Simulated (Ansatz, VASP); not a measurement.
# Two plane-wave programs on CdSe

```
Cd Se
1.0
    -0.02050    3.06262    3.06262
     3.06262   -0.02050    3.06262
     3.06262    3.06262   -0.02050
Cd Se
1 1
Direct
  0.99929 0.99929 0.99929
  0.25071 0.25071 0.25071
```

Change from the starting cell: epitaxial_111 strain +0.5%.

Alike in both runs: task single point; functional PBE; k mesh 8 × 8 × 8; occupations fermi-dirac, width 0.02 eV; no spin polarisation.

|  | VASP | Ansatz |
| --- | --- | --- |
| version | VASP 6.6.1 | Ansatz 0.2.0 |
| potentials or method | VASP PAW PBE potentials, release 64 (Cd, Se) | plane waves, PAW |
| plane-wave cutoff (eV) | 520 | 420 |
| valence electrons in the cell | 18 | 36 |

Ansatz gave:

* pressure (GPa): 1.2
* traceless stress, the component that is largest in VASP (GPa): 0.14

Task: What did VASP give for the same quantities?

Result: Pressure (GPa): 1.4; traceless stress, the component that is largest in VASP (GPa): 0.14.

The functional is the same, so the differences come from potentials, cutoffs and numerics. VASP's potentials hold 18 valence electrons a cell and Ansatz's 36, so a difference there can come from the potentials and not from the codes.
